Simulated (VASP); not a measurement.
Runs of VASP 6.6.1 on FeO. The structure is that of space group Fm-3m (No. 225), or close to it. The cells are those of the table. 

```csv
level,potentials or basis,cell,k mesh,cutoff (eV),smearing,gap on the mesh (eV),pressure (GPa),moment (μB)
PBEsol,"VASP PAW PBE potentials, release 64 (Fe, O)","a = 3.066, b = 3.074, c = 3.070 Å, angles 59.5, 59.1, 59.3°, 2 atoms",9 × 9 × 9,520,fermi-dirac 0.05 eV,none,-9.2,4.00
LDA,"VASP PAW LDA potentials, release 64 (Fe, O)","a = 3.007 Å, angles 59.3°, 2 atoms",11 × 11 × 11,520,fermi-dirac 0.05 eV,none,-6.7,3.88
LDA,"VASP PAW LDA potentials, release 64 (Fe, O)","a = 3.110 Å, angles 59.3°, 2 atoms",11 × 11 × 11,520,fermi-dirac 0.05 eV,none,-21.8,4.00
LDA,"VASP PAW LDA potentials, release 64 (Fe, O)","a = 3.049 Å, angles 59.3°, 2 atoms",11 × 11 × 11,520,fermi-dirac 0.05 eV,none,(b),3.98
r2SCAN,"VASP PAW PBE potentials, release 64 (Fe, O)","a = 3.070 Å, angles 59.3°, 2 atoms",11 × 11 × 11,520,fermi-dirac 0.05 eV,none,-7.0,4.00
PBE,"VASP PAW PBE potentials, release 64 (Fe, O)","a = 3.070 Å, angles 59.3°, 2 atoms",11 × 11 × 11,520,gaussian 0.05 eV,none,(a),4.00
LDA,"VASP PAW LDA potentials, release 64 (Fe, O)","a = 3.028 Å, angles 59.3°, 2 atoms",11 × 11 × 11,520,fermi-dirac 0.05 eV,none,-9.9,3.94
PBE,"VASP PAW PBE potentials, release 64 (Fe_sv, O_h)","a = 3.070 Å, angles 59.3°, 2 atoms",9 × 9 × 9,1340,fermi-dirac 0.05 eV,none,-1.9,4.00
```

Alike in all rows: task single point; spin collinear, ferromagnetic start.

Q: Estimate the missing entries.

A: (a) -1.1; (b) -13.1.

Caveats: a cell with one magnetic atom can't hold antiferromagnetic order, which such compounds often take; semilocal functionals often make such compounds metallic where correlation or magnetic order opens a gap, which also shifts bond lengths; the cell stands under tension (at least some runs); the PAW data sets were made with another functional, which shifts forces and pressure a little (at least some runs).

A gap of «none» marks levels without a gap at the run's occupations.

The runs don't all hold the same shells in valence.
